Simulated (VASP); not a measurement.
# KBa3 (Fm-3m) in VASP: a series of runs

Runs on KBa3. Level: LDA. Tasks: single point.

All numbers are computed with VASP 6.6.1; they aren't measurements. Logs are shortened: lines on timing, memory, paths and dates and some standing lists are left out, and cuts for length are marked.

## Step 1: The cell of the first run

It takes space group Fm-3m (No. 225, cubic). The conventional cell has a = 9.688 Å, b = 9.688 Å, c = 9.688 Å, α = 90.00°, β = 90.00°, γ = 90.00°. K (site symmetry m-3m) has 14 Ba at 4.19 to 4.84 Å within 5.5 Å. Within 5.5 Å of Ba (site symmetry -43m) lie 4 K at 4.19 Å and 10 Ba at 4.19 to 4.84 Å. Ba (site symmetry m-3m) has 8 Ba at 4.19 Å and 6 K at 4.84 Å within 5.5 Å.

## Step 2: Single point, LDA

File INCAR:

```
SYSTEM = KBa3
PREC = Accurate
ENCUT = 520
EDIFF = 1E-7
ISMEAR = -1
SIGMA = 0.1
LREAL = .FALSE.
LASPH = .TRUE.
NELM = 100
ALGO = Normal
ISIF = 2
LWAVE = .FALSE.
LCHARG = .FALSE.
GGA = CA
NBANDS = 28
```

File KPOINTS:

```
Automatic mesh
0
G
  7 7 7
  0 0 0
```

File POSCAR:

```
KBa3
1.0
    0.0000000000      4.8438131234      4.8438131234
    4.8438131234      0.0000000000      4.8438131234
    4.8438131234      4.8438131234      0.0000000000
K Ba
1 3
Direct
    0.0000000000      0.0000000000      0.0000000000
    0.2500000000      0.2500000000      0.2500000000
    0.7500000000      0.7500000000      0.7500000000
    0.5000000000      0.5000000000      0.5000000000
```

Potentials or basis: VASP PAW LDA potentials, release 64 (K_sv, Ba_sv).

Launch:

```console
$ cat potpaw_LDA.64/K_sv/POTCAR potpaw_LDA.64/Ba_sv/POTCAR > POTCAR
$ mpirun -np 1 vasp_std > vasp.out
```

OUTCAR:

```text
SYSTEM = KBa3
   PREC = Accurate
   ENCUT = 520
   EDIFF = 1E-7
   ISMEAR = -1
   LREAL = .FALSE.
   LASPH = .TRUE.
   NELM = 100
   ISIF = 2
   GGA = CA

 ion  position               nearest neighbor table
   1  0.000  0.000  0.000-   3 4.19   3 4.19   3 4.19   2 4.19   3 4.19   2 4.19   2 4.19   2 4.19

   2  0.250  0.250  0.250-   1 4.19   1 4.19   1 4.19   1 4.19   4 4.19   4 4.19   4 4.19   4 4.19

   3  0.750  0.750  0.750-   4 4.19   4 4.19   4 4.19   1 4.19   4 4.19   1 4.19   1 4.19   1 4.19

   4  0.500  0.500  0.500-   2 4.19   2 4.19   2 4.19   2 4.19   3 4.19   3 4.19   3 4.19   3 4.19

  LATTYP: Found a face centered cubic cell.
 ALAT       =     9.6876262468

  Lattice vectors:

 A1 = (   0.0000000000,   4.8438131234,   4.8438131234)
 A2 = (   4.8438131234,   0.0000000000,   4.8438131234)
 A3 = (   4.8438131234,   4.8438131234,   0.0000000000)

Analysis of symmetry for initial positions (statically):
=====================================================================
 Subroutine PRICEL returns:
 Original cell was already a primitive cell.

 Routine SETGRP: Setting up the symmetry group for a
 face centered cubic supercell.

 Subroutine GETGRP returns: Found 48 space group operations
 (whereof 48 operations were pure point group operations)
 out of a pool of 48 trial point group operations.

The static configuration has the point symmetry O_h .

Analysis of symmetry for dynamics (positions and initial velocities):
=====================================================================
 Subroutine PRICEL returns:
 Original cell was already a primitive cell.

 Routine SETGRP: Setting up the symmetry group for a
 face centered cubic supercell.

 Subroutine GETGRP returns: Found 48 space group operations
 (whereof 48 operations were pure point group operations)
 out of a pool of 48 trial point group operations.

The dynamic configuration has the point symmetry O_h .

 Subroutine INISYM returns: Found 48 space group operations
 (whereof 48 operations are pure point group operations),
 and found     1 'primitive' translations

----------------------------------------------------------------------------------------

                                     Primitive cell

  volume of cell :     227.2962

  direct lattice vectors                    reciprocal lattice vectors
[... 83 lines left out ...]
   LASPH  =      T    aspherical Exc in radial PAW
   ENCUT  =  520.0 eV  38.22 Ry    6.18 a.u.  12.74 12.74 12.74*2*pi/ulx,y,z
   NELM   =    100;   NELMIN=  2; NELMDL= -5     # of ELM steps
   EDIFF  = 0.1E-06   stopping-criterion for ELM
   LREAL  =      F    real-space projection
   EDIFFG = 0.1E-05   stopping-criterion for IOM
   NSW    =      0    number of steps for IOM
   IBRION =     -1    ionic relax: 0-MD 1-quasi-New 2-CG
   NFREE  =      0    steps in history (QN), initial steepest desc. (CG)
   ISIF   =      2    stress and relaxation
   ISYM   =      2    0-nonsym 1-usesym 2-fastsym
   POTIM  = 0.5000    time-step for ionic-motion
   TEBEG  =    0.0;   TEEND  =   0.0 temperature during run
   PSTRESS=    0.0 pullay stress
   NELECT =      39.0000    total number of electrons
   NUPDOWN=      -1.0000    fix difference up-down
   EMIN   =  10.00;   EMAX   =-10.00  energy-range for DOS
   EFERMI =   0.00;   METHOD = LEGACY
   ISMEAR =    -1;   SIGMA  =   0.10  broadening in eV -4-tet -1-fermi 0-gaus
   EFERMI_NEDOS =   21; number of points for ismear=-14 and -15
   IALGO  =     38    algorithm
   IMIX   =      4    mixing-type and parameters
     AMIX     =   0.40;   BMIX     =  1.00
     AMIX_MAG =   1.60;   BMIX_MAG =  1.00
  volume/ion in A,a.u.               =      56.82       383.47
  Fermi-wavevector in a.u.,A,eV,Ry     =   0.909702  1.719087 11.259598  0.827557
  Thomas-Fermi vector in A             =   2.033777
   LORBIT       =      0    0 simple, 1 ext, 2 COOP (PROOUT), +10 PAW based schemes
   GGA     = CA    functional components
   LHFCALC =     F    Hartree Fock is set to
   AEXX    =    0.0000 exact exchange contribution
   IVDW    =     0    specifies the selected vdW correction
   LEPSILON=     F    determine dielectric tensor
   LRPA    =     F    only Hartree local field effects (RPA)
 non-spin polarized calculation
  energy-cutoff  :      520.00
  volume of cell :      227.30
 maximum number of plane-waves:      6183
 NGX is ok and might be reduce to    54
   NGX = 25   NGY = 25   NGZ = 25

 number of electron      39.0000000 magnetization

 Free energy of the ion-electron system (eV)
  ---------------------------------------------------
  ext. energy  EPLUGINS =         0.00000000
  ---------------------------------------------------
  free energy    TOTEN  =        -7.52239519 eV

  energy without entropy =       -7.30855873  energy(sigma->0) =       -7.41547696

 E-fermi :   1.3814     XC(G=0):  -7.6414

 val. band max:        1.3470435671   @ k =  -0.4286   0.1429   0.0000
 cond. band min:       1.3892506941   @ k =   0.4286   0.2857   0.1429
 fundamental gap:      0.0422071270
 Fermi energy:         1.3813711742

 k-point     1 :       0.0000    0.0000    0.0000
  band No.  band energies     occupation
      1     -29.4593      2.00000
      2     -27.4661      2.00000
      3     -27.4346      2.00000
      4     -27.3491      2.00000
      5     -13.2266      2.00000
      6     -13.2266      2.00000
[... 609 lines left out ...]
     27       2.8984      0.00000
     28       3.4297      0.00000

------------------------ aborting loop because EDIFF is reached ----------------------------------------

  FORCE on cell =-STRESS in cart. coord.  units (eV):
  Direction    XX          YY          ZZ          XY          YZ          ZX
  --------------------------------------------------------------------------------------
  -------------------------------------------------------------------------------------
  Total       -0.0372075     -0.0372075     -0.0372075     -0.0000000     -0.0000000     -0.0000000
  in kB       -0.2622701     -0.2622701     -0.2622701     -0.0000000     -0.0000000     -0.0000000
  external PRESSURE =      -0.2622701 kB  Pullay stress =       0.0000000 kB

 VOLUME and BASIS-vectors are now :
 -----------------------------------------------------------------------------
  energy-cutoff  :      520.00
  volume of cell :      227.30
      direct lattice vectors                 reciprocal lattice vectors
     0.000000000  4.843813123  4.843813123    -0.103224461  0.103224461  0.103224461
     4.843813123  0.000000000  4.843813123     0.103224461 -0.103224461  0.103224461
     4.843813123  4.843813123  0.000000000     0.103224461  0.103224461 -0.103224461

 POSITION                                       TOTAL-FORCE (eV/Angst)
 -----------------------------------------------------------------------------------
      0.00000      0.00000      0.00000         0.000000     -0.000000      0.000000
      2.42191      2.42191      2.42191         0.000000     -0.000000     -0.000000
      7.26572      7.26572      7.26572        -0.000000      0.000000      0.000000
      4.84381      4.84381      4.84381         0.000000     -0.000000      0.000000
 -----------------------------------------------------------------------------------
    total drift:                                0.000000      0.000000     -0.000000

  FREE ENERGIE OF THE ION-ELECTRON SYSTEM (eV)
  ---------------------------------------------------
  free  energy   TOTEN  =        -7.5223951909 eV

  energy  without entropy=       -7.3085587259  energy(sigma->0) =       -7.41547696
```

stdout:

```text
POSCAR found type information on POSCAR K Ba
 POSCAR found :  2 types and       4 ions
 scaLAPACK will be used
 LDA part: xc-table for (Slater(with rela. corr.)+CA(PZ))
 , standard interpolation
 POSCAR, INCAR and KPOINTS ok, starting setup
 FFT: planning ... GRIDC
 FFT: planning ... GRID_SOFT
 FFT: planning ... GRID
 WAVECAR not read
 entering main loop
```

Wall time 4.6 min (1 thread of Oxide Virtual Turin-like, shared host); peak memory 0.31 GiB.

Results:

| Item | Value |
| --- | --- |
| Free energy | -7.5224 eV |
| Pressure | 0.0 GPa |
| Band gap on the k mesh | zero (an odd number of electrons rules out a gap without spin polarisation) |

Caveat: spin-orbit coupling is left out, which moves the levels of the heavy elements.

## Step 3: Single point, LDA

This run uses another cell than the first one, of 57.68 Å³/atom.

File INCAR:

```
SYSTEM = KBa3
PREC     = Accurate       ! precision mode
ENCUT    = 520            ! plane-wave cutoff, eV
EDIFF    = 1E-6           ! SCF threshold, eV
ISMEAR   = -1             ! smearing method
SIGMA    = 0.1            ! smearing width, eV
LREAL    = .FALSE.        ! projectors in reciprocal space
LASPH    = .TRUE.         ! aspherical terms in the spheres
NELM     = 80             ! most SCF steps
ALGO     = Normal         ! electronic algorithm
ISIF     = 2              ! what is computed and relaxed
LWAVE    = .FALSE.        ! write WAVECAR
LCHARG   = .FALSE.        ! write CHGCAR
GGA      = CA             ! functional
NBANDS   = 28             ! bands
```

KPOINTS is that of step 2.

File POSCAR:

```
KBa3
1.0
    0.0000000000      4.8679120928      4.8679120928
    4.8679120928      0.0000000000      4.8679120928
    4.8679120928      4.8679120928      0.0000000000
K Ba
1 3
Direct
    0.0000000000      0.0000000000      0.0000000000
    0.2500000000      0.2500000000      0.2500000000
    0.7500000000      0.7500000000      0.7500000000
    0.5000000000      0.5000000000      0.5000000000
```

Potentials or basis: VASP PAW LDA potentials, release 64 (K_sv, Ba_sv).

Launch:

```console
$ cat potpaw_LDA.64/K_sv/POTCAR potpaw_LDA.64/Ba_sv/POTCAR > POTCAR
$ mpirun -np 1 vasp_std > vasp.out
```

Run time: 4.8 min. Hardware: 1 thread of Oxide Virtual Turin-like, shared host; peak memory 0.32 GiB.

Results (log left out):

```
Free energy            : -7.5207 eV
Pressure               : -0.1 GPa
Band gap on the k mesh : zero (an odd number of electrons rules out a gap without spin polarisation)
```

Levels at points of the mesh, in eV from the Fermi level:
```
           k point  band 15  band 16  band 17  band 18  band 19  band 20  band 21  band 22  band 23  band 24
(0.00, 0.00, 0.00)   -13.85   -13.85    -2.72    -0.34    -0.34     0.42     0.42     0.42     0.90     0.90
```

Caveat: spin-orbit coupling is left out, which moves the levels of the heavy elements.

The gap in the log of VASP goes by the Fermi energy; the results here count the filled bands.